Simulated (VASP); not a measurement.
# Sn in VASP: further runs

Runs on Sn. Level: PBE. Tasks: single point.

Everything below comes from runs of VASP 6.6.1. Logs are shortened: lines on timing, memory, paths and dates and some standing lists are left out, and cuts for length are marked.

## 1. The cell of the first run

The cell holds a wire or tube with vacuum around it, 2 atoms: a = 11.300 Å, b = 9.300 Å, c = 2.749 Å, α = 90.00°, β = 90.00°, γ = 90.00°.

## 2. Single point, PBE, collinear spin

The input, INCAR:

```
PREC = Accurate ; ENCUT = 520
EDIFF = 1E-6 ; ISMEAR = 0
SIGMA = 0.05 ; LREAL = False
LASPH = True ; NELM = 150
ALGO = Normal ; ISIF = 2
LWAVE = False ; LCHARG = False
ISPIN = 2 ; MAGMOM = 0.5 0.5
LORBIT = 11 ; GGA = PE
NBANDS = 25
```

The input, KPOINTS:

```
regular mesh
0
Gamma
  1 1 23
```

The input, POSCAR:

```
Sn
1.0
   11.3000000000      0.0000000000      0.0000000000
    0.0000000000      9.3000000000      0.0000000000
    0.0000000000      0.0000000000      2.7489965666
Sn
2
Direct
    0.3967232881      0.5000000000      0.0000000000
    0.6032767119      0.5000000000      0.5000000000
```

Potentials or basis: VASP PAW PBE potentials, release 64 (Sn_d).

On the command line:

```sh
> cat potpaw_PBE.64/Sn_d/POTCAR > POTCAR
> mpirun -np 1 vasp_std > vasp.out
```

OUTCAR:

```text
PREC = Accurate
   ENCUT = 520
   EDIFF = 1E-6
   ISMEAR = 0
   LREAL = False
   LASPH = True
   NELM = 150
   ISIF = 2
   ISPIN = 2
   LORBIT = 11
   GGA = PE

 ion  position               nearest neighbor table
   1  0.397  0.500  0.000-   2 2.71   2 2.71
   2  0.603  0.500  0.500-   1 2.71   1 2.71

  LATTYP: Found a simple orthorhombic cell.
 ALAT       =     2.7489965666
 B/A-ratio  =     3.3830526065
 C/A-ratio  =     4.1105908015

  Lattice vectors:

 A1 = (   0.0000000000,   0.0000000000,  -2.7489965666)
 A2 = (   0.0000000000,   9.3000000000,   0.0000000000)
 A3 = (  11.3000000000,   0.0000000000,   0.0000000000)

Analysis of symmetry for initial positions (statically):
=====================================================================
 Subroutine PRICEL returns:
 Original cell was already a primitive cell.

 Routine SETGRP: Setting up the symmetry group for a
 simple orthorhombic supercell.

 Subroutine GETGRP returns: Found  8 space group operations
 (whereof  4 operations were pure point group operations)
 out of a pool of  8 trial point group operations.

The static configuration has the point symmetry C_2v.
 The point group associated with its full space group is D_2h.

Analysis of symmetry for dynamics (positions and initial velocities):
=====================================================================
 Subroutine PRICEL returns:
 Original cell was already a primitive cell.

 Routine SETGRP: Setting up the symmetry group for a
 simple orthorhombic supercell.

 Subroutine GETGRP returns: Found  8 space group operations
 (whereof  4 operations were pure point group operations)
 out of a pool of  8 trial point group operations.

The dynamic configuration has the point symmetry C_2v.
 The point group associated with its full space group is D_2h.

Analysis of structural, dynamic, and magnetic symmetry:
=====================================================================
 Subroutine PRICEL returns:
 Original cell was already a primitive cell.

 Routine SETGRP: Setting up the symmetry group for a
 simple orthorhombic supercell.

 Subroutine GETGRP returns: Found  8 space group operations
 (whereof  4 operations were pure point group operations)
 out of a pool of  8 trial point group operations.

The overall configuration has the point symmetry C_2v.
 The point group associated with its full space group is D_2h.

 Subroutine INISYM returns: Found  8 space group operations
 (whereof  4 operations are pure point group operations),
 and found     1 'primitive' translations

----------------------------------------------------------------------------------------

                                     Primitive cell

  volume of cell :     288.8920

  direct lattice vectors                    reciprocal lattice vectors
    11.300000000  0.000000000  0.000000000     0.088495575  0.000000000  0.000000000
     0.000000000  9.300000000  0.000000000     0.000000000  0.107526882  0.000000000
     0.000000000  0.000000000  2.748996567     0.000000000  0.000000000  0.363769097

  length of vectors
    11.300000000  9.300000000  2.748996567     0.088495575  0.107526882  0.363769097

  position of ions in fractional coordinates (direct lattice)
     0.396723288  0.500000000  0.000000000
     0.603276712  0.500000000  0.500000000

  ion indices of the primitive-cell ions
   primitive index   ion index
                 1           1
                 2           2

----------------------------------------------------------------------------------------

 KPOINTS: regular mesh

Automatic generation of k-mesh.
 Grid dimensions read from file:
 generate k-points for:    1    1   23

 Generating k-lattice:

  Cartesian coordinates                     Fractional coordinates (reciprocal lattice)
     0.088495575  0.000000000  0.000000000     1.000000000  0.000000000  0.000000000
     0.000000000  0.107526882  0.000000000     0.000000000  1.000000000  0.000000000
     0.000000000  0.000000000  0.015816048     0.000000000  0.000000000  0.043478261

  Length of vectors
     0.088495575  0.107526882  0.015816048

  Shift w.r.t. Gamma in fractional coordinates (k-lattice)
     0.000000000  0.000000000  0.000000000

 Subroutine IBZKPT returns following result:
 ===========================================

 Found     12 irreducible k-points:

 Following reciprocal coordinates:
            Coordinates               Weight
  0.000000  0.000000  0.000000      1.000000
  0.000000  0.000000  0.043478      2.000000
  0.000000  0.000000  0.086957      2.000000
  0.000000  0.000000  0.130435      2.000000
  0.000000  0.000000  0.173913      2.000000
  0.000000  0.000000  0.217391      2.000000
  0.000000  0.000000  0.260870      2.000000
  0.000000  0.000000  0.304348      2.000000
  0.000000  0.000000  0.347826      2.000000
  0.000000  0.000000  0.391304      2.000000
  0.000000  0.000000  0.434783      2.000000
  0.000000  0.000000  0.478261      2.000000
   k-points           NKPTS =     12   k-points in BZ     NKDIM =     12   number of bands    NBANDS=     25
   number of dos      NEDOS =    301   number of ions     NIONS =      2
   total plane-waves  NPLWV = 117600
   dimension x,y,z NGX =    84 NGY =   70 NGZ =   20
   dimension x,y,z NGXF=   168 NGYF=  140 NGZF=   40
   ions per type =               2
   NGX,Y,Z   is equivalent  to a cutoff of  12.36, 12.51, 12.10 a.u.
   NGXF,Y,Z  is equivalent  to a cutoff of  24.72, 25.03, 24.19 a.u.
 SYSTEM =  unknown system
   PREC   = accura    normal or accurate (medium, high low for compatibility)
   ISTART =      0    job   : 0-new  1-cont  2-samecut
   ICHARG =      2    charge: 1-file 2-atom 10-const
   ISPIN  =      2    spin polarized calculation?
   LNONCOLLINEAR =      F non collinear calculations
   LSORBIT =      F    spin-orbit coupling
   LASPH  =      T    aspherical Exc in radial PAW
   ENCUT  =  520.0 eV  38.22 Ry    6.18 a.u.  21.01 17.29  5.11*2*pi/ulx,y,z
   NELM   =    150;   NELMIN=  2; NELMDL= -5     # of ELM steps
   EDIFF  = 0.1E-05   stopping-criterion for ELM
   LREAL  =      F    real-space projection
   EDIFFG = 0.1E-04   stopping-criterion for IOM
   NSW    =      0    number of steps for IOM
   IBRION =     -1    ionic relax: 0-MD 1-quasi-New 2-CG
   NFREE  =      0    steps in history (QN), initial steepest desc. (CG)
   ISIF   =      2    stress and relaxation
   ISYM   =      2    0-nonsym 1-usesym 2-fastsym
   POTIM  = 0.5000    time-step for ionic-motion
   TEBEG  =    0.0;   TEEND  =   0.0 temperature during run
   PSTRESS=    0.0 pullay stress
   NELECT =      28.0000    total number of electrons
   NUPDOWN=      -1.0000    fix difference up-down
   EMIN   =  10.00;   EMAX   =-10.00  energy-range for DOS
   EFERMI =   0.00;   METHOD = LEGACY
   ISMEAR =     0;   SIGMA  =   0.05  broadening in eV -4-tet -1-fermi 0-gaus
   EFERMI_NEDOS =   21; number of points for ismear=-14 and -15
   IALGO  =     38    algorithm
   IMIX   =      4    mixing-type and parameters
     AMIX     =   0.40;   BMIX     =  1.00
     AMIX_MAG =   1.60;   BMIX_MAG =  1.00
  volume/ion in A,a.u.               =     144.45       974.77
  Fermi-wavevector in a.u.,A,eV,Ry     =   0.751996  1.421067  7.694071  0.565498
  Thomas-Fermi vector in A             =   1.849106
   LORBIT       =     11    0 simple, 1 ext, 2 COOP (PROOUT), +10 PAW based schemes
   GGA     = PE    functional components
   LHFCALC =     F    Hartree Fock is set to
   AEXX    =    0.0000 exact exchange contribution
   IVDW    =     0    specifies the selected vdW correction
   LEPSILON=     F    determine dielectric tensor
   LRPA    =     F    only Hartree local field effects (RPA)
 spin polarized calculation
 Gauss-broadening in eV      SIGMA  =   0.05
  energy-cutoff  :      520.00
  volume of cell :      288.89
 maximum number of plane-waves:      7824
   NGX = 43   NGY = 35   NGZ = 11

 number of electron      27.9999989 magnetization      -0.0000045

 number of electron      27.9999989 magnetization       0.0000396

 Free energy of the ion-electron system (eV)
  ---------------------------------------------------
  ext. energy  EPLUGINS =         0.00000000
  ---------------------------------------------------
  free energy    TOTEN  =        -5.49812953 eV

  energy without entropy =       -5.49806615  energy(sigma->0) =       -5.49809784

 E-fermi :  -1.6599     XC(G=0):  -3.1158

 val. band max:       -1.7638051986   @ k =   0.0000   0.0000   0.3478
 cond. band min:      -1.5634227254   @ k =   0.0000   0.0000   0.0000
 fundamental gap:      0.2003824732
 Fermi energy:        -1.6598608287

 spin component 1

 k-point     1 :       0.0000    0.0000    0.0000
  band No.  band energies     occupation
      1     -23.7882      1.00000
      2     -23.6240      1.00000
      3     -23.3814      1.00000
      4     -23.3275      1.00000
      5     -23.2693      1.00000
      6     -23.0966      1.00000
[... 17 lines left out ...]
     24       4.9132      0.00000
     25       5.1639      0.00000
[... 284 lines left out ...]
      2     -23.5840      1.00000
      3     -23.4113      1.00000
      4     -23.4107      1.00000
      5     -23.1330      1.00000
      6     -23.1181      1.00000
[... 17 lines left out ...]
     24       6.5351      0.00000
     25       6.9188      0.00000
 Fermi energy:        -1.6598608287

 spin component 2

 k-point     1 :       0.0000    0.0000    0.0000
  band No.  band energies     occupation
      1     -23.7882      1.00000
      2     -23.6239      1.00000
      3     -23.3814      1.00000
      4     -23.3275      1.00000
      5     -23.2693      1.00000
      6     -23.0966      1.00000
[... 17 lines left out ...]
     24       4.9158      0.00000
     25       5.1664      0.00000
[... 285 lines left out ...]
      3     -23.4113      1.00000
      4     -23.4107      1.00000
      5     -23.1330      1.00000
      6     -23.1181      1.00000
[... 17 lines left out ...]
     24       6.5360      0.00000
     25       6.9217      0.00000

------------------------ aborting loop because EDIFF is reached ----------------------------------------

  FORCE on cell =-STRESS in cart. coord.  units (eV):
  Direction    XX          YY          ZZ          XY          YZ          ZX
  --------------------------------------------------------------------------------------
  -------------------------------------------------------------------------------------
  Total        5.8448206      0.0279830     11.0873411      0.0000000      0.0000000      0.0000000
  in kB       32.4150115      0.1551922     61.4897037      0.0000000      0.0000000      0.0000000
  external PRESSURE =      31.3533025 kB  Pullay stress =       0.0000000 kB

 VOLUME and BASIS-vectors are now :
 -----------------------------------------------------------------------------
  energy-cutoff  :      520.00
  volume of cell :      288.89
      direct lattice vectors                 reciprocal lattice vectors
    11.300000000  0.000000000  0.000000000     0.088495575  0.000000000  0.000000000
     0.000000000  9.300000000  0.000000000     0.000000000  0.107526882  0.000000000
     0.000000000  0.000000000  2.748996567     0.000000000  0.000000000  0.363769097

 POSITION                                       TOTAL-FORCE (eV/Angst)
 -----------------------------------------------------------------------------------
      4.48297      4.65000      0.00000        -2.535681      0.000000      0.000000
      6.81703      4.65000      1.37450         2.535681      0.000000      0.000000
 -----------------------------------------------------------------------------------
    total drift:                                0.000000     -0.000000     -0.000000

  FREE ENERGIE OF THE ION-ELECTRON SYSTEM (eV)
  ---------------------------------------------------
  free  energy   TOTEN  =        -5.4981295297 eV

  energy  without entropy=       -5.4980661460  energy(sigma->0) =       -5.49809784

 total charge

# of ion       s       p       d       tot
------------------------------------------
    1        1.286   1.133  10.001  12.420
    2        1.286   1.133  10.001  12.420
--------------------------------------------------
tot          2.573   2.265  20.002  24.840

 magnetization (x)

# of ion       s       p       d       tot
------------------------------------------
    1       -0.000  -0.000  -0.000  -0.000
    2       -0.000  -0.000  -0.000  -0.000
--------------------------------------------------
tot         -0.000  -0.000  -0.000  -0.000
```

Run time: 4.6 min. Hardware: 1 thread of Intel Xeon 8259CL, shared host; peak memory 0.46 GiB.

What came out:

* Free energy: -5.4981 eV
* Largest force: 2.536 eV/Å
* Band gap on the k mesh: zero (filled and empty bands overlap)
* Net moment: 0.00 μB per cell
* Valence electrons inside the program's atomic spheres: Sn 12.42

Forces in eV/Å, atoms in the order of the input:
```
Sn  -2.536  0.000  0.000
Sn   2.536  0.000  0.000
```

Caveat: spin-orbit coupling is left out, which moves the levels of the heavy elements.

## 3. Single point, PBE, collinear spin

This run uses another cell than the first one.

The input, INCAR:

```
SYSTEM = Sn
ALGO = Normal
EDIFF = 1E-7
ENCUT = 520
GGA = PE
ISIF = 2
ISMEAR = 0
ISPIN = 2
LASPH = .True.
LCHARG = .False.
LORBIT = 11
LREAL = .False.
LWAVE = .False.
MAGMOM = 0.5 0.5
NBANDS = 25
NELM = 150
PREC = Accurate
SIGMA = 0.05
```

The input, KPOINTS:

```
k-points
0
Gamma
  1 1 14
  0 0 0
```

The input, POSCAR:

```
Sn
1.0
   10.2000000000      0.0000000000      0.0000000000
    0.0000000000      9.3000000000      0.0000000000
    0.0000000000      0.0000000000      4.6471754039
Sn
2
Direct
    0.4283798827      0.5000000000      0.0000000000
    0.5716201173      0.5000000000      0.5000000000
```

Potentials or basis: VASP PAW PBE potentials, release 64 (Sn_d).

On the command line:

```sh
> cat potpaw_PBE.64/Sn_d/POTCAR > POTCAR
> mpirun -np 1 vasp_std > vasp.out
```

It took 6.1 min on 1 thread of Intel Xeon 8259CL, shared host; peak memory 0.65 GiB.

The run converged. Its results:

| Quantity | Value |
| --- | --- |
| Free energy | -5.6200 eV |
| Net moment | 0.00 μB per cell |
| Valence electrons inside the program's atomic spheres | Sn 12.20 |

Levels at points of the mesh, in eV from the Fermi level:
Spin up:
| k point | band 10 | band 11 | band 12 | band 13 | band 14 | band 15 | band 16 | band 17 | band 18 | band 19 |
| --- | --- | --- | --- | --- | --- | --- | --- | --- | --- | --- |
| (0.00, 0.00, 0.00) | -21.00 | -8.55 | -3.90 | -1.02 | -0.93 | 1.08 | 1.47 | 2.65 | 3.54 | 4.54 |
| (0.00, 0.00, 0.50) | -20.96 | -6.80 | -6.80 | -0.74 | -0.74 | 0.70 | 0.70 | 4.24 | 4.24 | 5.47 |
Spin down:
```
           k point  band 12  band 13  band 14  band 15  band 16  band 17
(0.00, 0.00, 0.00)    -3.90    -1.02    -0.93     1.08     1.47     2.65
(0.00, 0.00, 0.50)    -6.80    -0.74    -0.74     0.70     0.70     4.24
```

Caveat: spin-orbit coupling is left out, which moves the levels of the heavy elements.
